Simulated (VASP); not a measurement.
Pt:

```
CELL_PARAMETERS angstrom
-1.58422 1.58422 1.58422
1.58422 -1.58422 1.58422
1.58422 1.58422 -1.58422
ATOMIC_POSITIONS crystal
Pt 0.00000 0.00000 0.00000
```

| Item | Value |
| --- | --- |
| Program | VASP 6.6.1 |
| Task | relaxation of cell and atoms |
| Functional | r2SCAN |
| Potentials or basis | VASP PAW PBE potentials, release 64 (Pt) |
| Cutoff | 600 eV |
| k mesh | 15 × 15 × 15 |
| Occupations | fermi-dirac, width 0.1 eV |
| Spin | no spin polarisation |

At the start: pressure -5.9 GPa; volume 15.90 Å³/atom.

Question: Where does the relaxation end?

Answer: Over 6 steps the energy falls by 7.4 meV/atom and the volume is 15.52 Å³/atom (-2.4 %); space group Im-3m (No. 229, to 0.05 Å).

Step by step:
```csv
step,energy change (eV),largest force (eV/Å),pressure (GPa),volume (Å³)
1,0.0000,0.0000,-5.94,15.90
2,0.0443,0.0000,19.01,14.58
3,-0.0074,0.0000,-0.12,15.53
4,-0.0074,0.0000,0.05,15.52
5,-0.0074,0.0000,-0.22,15.53
6,-0.0074,0.0000,0.01,15.52
```

Final structure:
```
Pt
1.0
    -1.57137    1.57137    1.57137
     1.57137   -1.57137    1.57137
     1.57137    1.57137   -1.57137
Pt
1
Direct
  0.00000 0.00000 0.00000
```

Caveat: the PAW data sets were made with another functional, which shifts forces and pressure a little.
